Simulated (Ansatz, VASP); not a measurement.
**Ge in VASP and in Ansatz**

Contents of INCAR:

```
SYSTEM = Ge
ALGO = Normal
DIPOL = 0.5 0.5 0.368
EDIFF = 1E-7
ENCUT = 520
GGA = PE
IDIPOL = 3
ISIF = 2
ISMEAR = 0
IVDW = 12
LASPH = .True.
LCHARG = .False.
LDIPOL = .True.
LREAL = .False.
LWAVE = .False.
NBANDS = 36
NELM = 60
PREC = Accurate
SIGMA = 0.1
```

KPOINTS

```
k-points
0
Gamma
  9 9 1
  0 0 0
```

Contents of POSCAR:

```
Ge
1.0
    4.0226895311      0.0000000000      0.0000000000
   -2.0113447656      3.4837513255      0.0000000000
    0.0000000000      0.0000000000     18.8685220517
Ge
4
Direct
    0.3333333333      0.6666666667      0.2747571332
    0.6666666667      0.3333333333      0.2384924472
    1.3333333333     -0.3333333333      0.4965159447
    1.0000000000      0.0000000000      0.4602512588
```

Input for Ansatz:

```yaml
crystal:
  lattice:
    - [4.0226895311, 0.0, 0.0]
    - [-2.0113447656, 3.4837513255, 0.0]
    - [0.0, 0.0, 18.8685220517]
  atoms:
    - { symbol: Ge, position: [0.3333333333, 0.6666666667, 0.2747571332] }
    - { symbol: Ge, position: [0.6666666667, 0.3333333333, 0.2384924472] }
    - { symbol: Ge, position: [1.3333333333, -0.3333333333, 0.4965159447] }
    - { symbol: Ge, position: [1.0, 0.0, 0.4602512588] }
basis:
  ecutwfc: 420
kpoints:
  mp_grid: { grid: [9, 9, 1] }
hamiltonian:
  xc: pbe
  pseudopotentials: { kind: paw, azcp: { folder: soft_1 } }
  dispersion: d3bj
scf:
  occupations: { method: gaussian, width: 0.1 }
output:
  forces: true
  eigenvalues: true
efield:
  axis: 3
  dipole_correction: true
  ramp_width: 0.04
```

Alike in both runs: task single point; functional PBE; dispersion D3(BJ); k mesh 9 × 9 × 1; occupations gaussian, width 0.1 eV; no spin polarisation.

|  | VASP | Ansatz |
| --- | --- | --- |
| version | VASP 6.6.1 | Ansatz 0.2.0 |
| potentials or method | VASP PAW PBE potentials, release 64 (Ge_d), cutoff 520 eV | scalar-relativistic, plane waves, PAW |
| valence electrons in the cell | 56 | 56 |

```tsv
	VASP	Ansatz	Ansatz less VASP
gap on the k mesh at the Fermi level (eV)	0.13	0.13	-0.001
least direct gap on the mesh (eV)	0.13	0.13	-0.001
rms of the force components (eV/Å)	0.093	0.093	0.0000
```

Atom by atom the forces differ by 0.001 eV/Å (rms over components).
